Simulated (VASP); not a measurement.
# Re (I4/mmm) in VASP: a series of runs

Runs on Re. Level: LDA. Tasks: single point.

Program: VASP 6.6.1. These are calculated values, not measurements. Logs are shortened: lines on timing, memory, paths and dates and some standing lists are left out, and cuts for length are marked.

**1. The cell of the first run**

It takes space group I4/mmm (No. 139, tetragonal). Conventional cell: a = 2.793 Å, b = 2.793 Å, c = 3.871 Å, α = 90.00°, β = 90.00°, γ = 90.00°. Re (site symmetry 4/mmm) has 12 Re at 2.77 to 2.79 Å within 3.6 Å.

**2. Single point, LDA (zz strain of -2 %)**

INCAR

```
SYSTEM = Re
ALGO     = Normal         ! electronic algorithm
EDIFF    = 1E-6           ! SCF threshold, eV
ENCUT    = 520            ! plane-wave cutoff, eV
GGA      = CA             ! functional
ISIF     = 2              ! what is computed and relaxed
ISMEAR   = -1             ! smearing method
LASPH    = .TRUE.         ! aspherical terms in the spheres
LCHARG   = .FALSE.        ! write CHGCAR
LREAL    = .FALSE.        ! projectors in reciprocal space
LWAVE    = .FALSE.        ! write WAVECAR
NBANDS   = 10             ! bands
NELM     = 60             ! most SCF steps
PREC     = Accurate       ! precision mode
SIGMA    = 0.03           ! smearing width, eV
```

KPOINTS

```
k-points
0
G
  14 14 14
  0 0 0
```

POSCAR

```
Re
1.0
    0.0000000000      1.9750000000      1.9355000000
    1.9750000000      0.0000000000      1.9355000000
    1.9750000000      1.9750000000      0.0000000000
Re
1
Direct
    0.0000000000      0.0000000000      0.0000000000
```

Potentials or basis: VASP PAW LDA potentials, release 64 (Re).

Launch:

```sh
$ cat potpaw_LDA.64/Re/POTCAR > POTCAR
$ mpirun -np 1 vasp_std > vasp.out
```

OUTCAR:

```text
SYSTEM = Re
   EDIFF = 1E-6
   ENCUT = 520
   GGA = CA
   ISIF = 2
   ISMEAR = -1
   LASPH = .TRUE.
   LREAL = .FALSE.
   NELM = 60
   PREC = Accurate

 ion  position               nearest neighbor table
   1  0.000  0.000  0.000-

  LATTYP: Found a body centered tetragonal cell.
 ALAT       =     2.7930717857
 C/A-ratio  =     1.3859292911

  Lattice vectors:

 A1 = (   0.0000000000,  -1.9750000000,  -1.9355000000)
 A2 = (   0.0000000000,   1.9750000000,  -1.9355000000)
 A3 = (   1.9750000000,   0.0000000000,   1.9355000000)

Analysis of symmetry for initial positions (statically):
=====================================================================
 Subroutine PRICEL returns:
 Original cell was already a primitive cell.

 Routine SETGRP: Setting up the symmetry group for a
 body centered tetragonal supercell.

 Subroutine GETGRP returns: Found 16 space group operations
 (whereof 16 operations were pure point group operations)
 out of a pool of 16 trial point group operations.

The static configuration has the point symmetry D_4h.

Analysis of symmetry for dynamics (positions and initial velocities):
=====================================================================
 Subroutine PRICEL returns:
 Original cell was already a primitive cell.

 Routine SETGRP: Setting up the symmetry group for a
 body centered tetragonal supercell.

 Subroutine GETGRP returns: Found 16 space group operations
 (whereof 16 operations were pure point group operations)
 out of a pool of 16 trial point group operations.

The dynamic configuration has the point symmetry D_4h.

 Subroutine INISYM returns: Found 16 space group operations
 (whereof 16 operations are pure point group operations),
 and found     1 'primitive' translations

----------------------------------------------------------------------------------------

                                     Primitive cell

  volume of cell :      15.0993

  direct lattice vectors                    reciprocal lattice vectors
     0.000000000  1.975000000  1.935500000    -0.253164557  0.253164557  0.258331181
     1.975000000  0.000000000  1.935500000     0.253164557 -0.253164557  0.258331181
     1.975000000  1.975000000  0.000000000     0.253164557  0.253164557 -0.258331181

  length of vectors
     2.765282128  2.765282128  2.793071786     0.441496981  0.441496981  0.441496981

  position of ions in fractional coordinates (direct lattice)
     0.000000000  0.000000000  0.000000000

  ion indices of the primitive-cell ions
   primitive index   ion index
                 1           1

[... 78 lines left out ...]
   ISYM   =      2    0-nonsym 1-usesym 2-fastsym
   POTIM  = 0.5000    time-step for ionic-motion
   TEBEG  =    0.0;   TEEND  =   0.0 temperature during run
   PSTRESS=    0.0 pullay stress
   NELECT =       7.0000    total number of electrons
   NUPDOWN=      -1.0000    fix difference up-down
   EMIN   =  10.00;   EMAX   =-10.00  energy-range for DOS
   EFERMI =   0.00;   METHOD = LEGACY
   ISMEAR =    -1;   SIGMA  =   0.03  broadening in eV -4-tet -1-fermi 0-gaus
   EFERMI_NEDOS =   21; number of points for ismear=-14 and -15
   IALGO  =     38    algorithm
   IMIX   =      4    mixing-type and parameters
     AMIX     =   0.40;   BMIX     =  1.00
     AMIX_MAG =   1.60;   BMIX_MAG =  1.00
  volume/ion in A,a.u.               =      15.10       101.90
  Fermi-wavevector in a.u.,A,eV,Ry     =   1.267034  2.394348 21.842467  1.605376
  Thomas-Fermi vector in A             =   2.400204
   LORBIT       =      0    0 simple, 1 ext, 2 COOP (PROOUT), +10 PAW based schemes
   GGA     = CA    functional components
   LHFCALC =     F    Hartree Fock is set to
   AEXX    =    0.0000 exact exchange contribution
   IVDW    =     0    specifies the selected vdW correction
   LEPSILON=     F    determine dielectric tensor
   LRPA    =     F    only Hartree local field effects (RPA)
 non-spin polarized calculation
  energy-cutoff  :      520.00
  volume of cell :       15.10
 maximum number of plane-waves:       424
 NGX is ok and might be reduce to    24
   NGX = 11   NGY = 11   NGZ = 11

 number of electron       7.0000000 magnetization

 Free energy of the ion-electron system (eV)
  ---------------------------------------------------
  ext. energy  EPLUGINS =         0.00000000
  ---------------------------------------------------
  free energy    TOTEN  =       -13.65157848 eV

  energy without entropy =      -13.64799127  energy(sigma->0) =      -13.64978487

 E-fermi :   7.7701     XC(G=0): -13.7032

 val. band max:        7.7603216511   @ k =   0.2143   0.1429   0.0000
 cond. band min:       7.7716026313   @ k =   0.3571   0.0714   0.2143
 fundamental gap:      0.0112809803
 Fermi energy:         7.7700516719

 k-point     1 :       0.0000    0.0000    0.0000
  band No.  band energies     occupation
      1      -2.0915      2.00000
      2       5.8306      2.00000
      3       5.8306      2.00000
      4       6.1150      2.00000
      5       8.7795      0.00000
      6       9.1581      0.00000
      7      21.7449      0.00000
      8      26.9770      0.00000
      9      26.9770      0.00000
     10      27.6609      0.00000
[... 287 lines left out ...]
 k-point    24 :       0.2857    0.1429    0.0000
  band No.  band energies     occupation
      1       0.7455      2.00000
      2       4.3526      2.00000
      3       6.3250      2.00000
      4       6.9939      2.00000
      5       8.5492      0.00000
      6       9.9895      0.00000
      7      23.0190      0.00000
      8      26.2828      0.00000
      9      28.3063      0.00000
     10      29.0595      0.00000

 [... further k-points ...]

------------------------ aborting loop because EDIFF is reached ----------------------------------------

  FORCE on cell =-STRESS in cart. coord.  units (eV):
  Direction    XX          YY          ZZ          XY          YZ          ZX
  --------------------------------------------------------------------------------------
  -------------------------------------------------------------------------------------
  Total       -1.7071925     -1.7071925     -1.3208642      0.0000000     -0.0000000     -0.0000000
  in kB     -181.1488995   -181.1488995   -140.1559002      0.0000000     -0.0000000     -0.0000000
  external PRESSURE =    -167.4845664 kB  Pullay stress =       0.0000000 kB

 VOLUME and BASIS-vectors are now :
 -----------------------------------------------------------------------------
  energy-cutoff  :      520.00
  volume of cell :       15.10
      direct lattice vectors                 reciprocal lattice vectors
     0.000000000  1.975000000  1.935500000    -0.253164557  0.253164557  0.258331181
     1.975000000  0.000000000  1.935500000     0.253164557 -0.253164557  0.258331181
     1.975000000  1.975000000  0.000000000     0.253164557  0.253164557 -0.258331181

 POSITION                                       TOTAL-FORCE (eV/Angst)
 -----------------------------------------------------------------------------------
      0.00000      0.00000      0.00000         0.000000      0.000000      0.000000
 -----------------------------------------------------------------------------------
    total drift:                               -0.000000     -0.000000      0.000000

  FREE ENERGIE OF THE ION-ELECTRON SYSTEM (eV)
  ---------------------------------------------------
  free  energy   TOTEN  =       -13.6515784787 eV

  energy  without entropy=      -13.6479912658  energy(sigma->0) =      -13.64978487
```

stdout:

```text
POSCAR found type information on POSCAR Re
 POSCAR found :  1 types and       1 ions
 scaLAPACK will be used
 LDA part: xc-table for (Slater(with rela. corr.)+CA(PZ))
 , standard interpolation
 POSCAR, INCAR and KPOINTS ok, starting setup
 FFT: planning ... GRIDC
 FFT: planning ... GRID_SOFT
 FFT: planning ... GRID
 WAVECAR not read
 entering main loop
```

Run time: 12 s. Hardware: 1 thread of Intel Xeon 6975P-C (Granite Rapids), shared host; peak memory 0.16 GiB.

What came out:

- Free energy: -13.6516 eV
- Pressure: -16.7 GPa

Caveat: the cell differs from its parent crystal (zz strain of -2 %); spin-orbit coupling is left out, which moves the levels of the heavy elements.

**3. Single point, LDA (zz strain of +2 %)**

INCAR

```
  PREC = Accurate
  ENCUT = 520
  EDIFF = 1E-6
  ISMEAR = -1
  SIGMA = 0.03
  LREAL = F
  LASPH = T
  NELM = 100
  ALGO = Normal
  ISIF = 2
  LWAVE = F
  LCHARG = T
  LELF = T
  LVHAR = T
  NBANDS = 10
```

KPOINTS

```
regular mesh
0
Gamma
  14 14 14
```

POSCAR

```
Re
1.0
    0.0000000000      1.9750000000      2.0145000000
    1.9750000000      0.0000000000      2.0145000000
    1.9750000000      1.9750000000      0.0000000000
Re
1
Direct
    0.0000000000      0.0000000000      0.0000000000
```

Potentials or basis: VASP PAW LDA potentials, release 64 (Re).

Launch:

```sh
$ cat potpaw_LDA.64/Re/POTCAR > POTCAR
$ mpirun -np 1 vasp_std > vasp.out
```

Run time: 12 s. Hardware: 1 thread of Intel Xeon 6975P-C (Granite Rapids), shared host; peak memory 0.16 GiB.

The run converged. Its results:

```
Free energy : -13.5634 eV
Pressure    : -28.8 GPa
```

Stress tensor (GPa, compression positive):
```
-27.46   0.00   0.00
  0.00 -27.46   0.00
  0.00   0.00 -31.57
```

Levels at points of the mesh, in eV from the Fermi level:
| k point | band 2 | band 3 | band 4 | band 5 | band 6 | band 7 |
| --- | --- | --- | --- | --- | --- | --- |
| (0.00, 0.00, 0.00) | -1.93 | -1.65 | -1.65 | 0.93 | 1.30 | 13.93 |
| (0.50, 0.00, 0.00) | -2.07 | -1.79 | 0.26 | 3.36 | 3.52 | 9.07 |
| (0.50, 0.50, 0.00) | -5.42 | 2.40 | 3.40 | 4.11 | 4.11 | 11.57 |
| (0.50, 0.00, 0.50) | -5.44 | 2.80 | 3.36 | 3.98 | 4.27 | 11.59 |

Caveat: the cell differs from its parent crystal (zz strain of +2 %); spin-orbit coupling is left out, which moves the levels of the heavy elements.
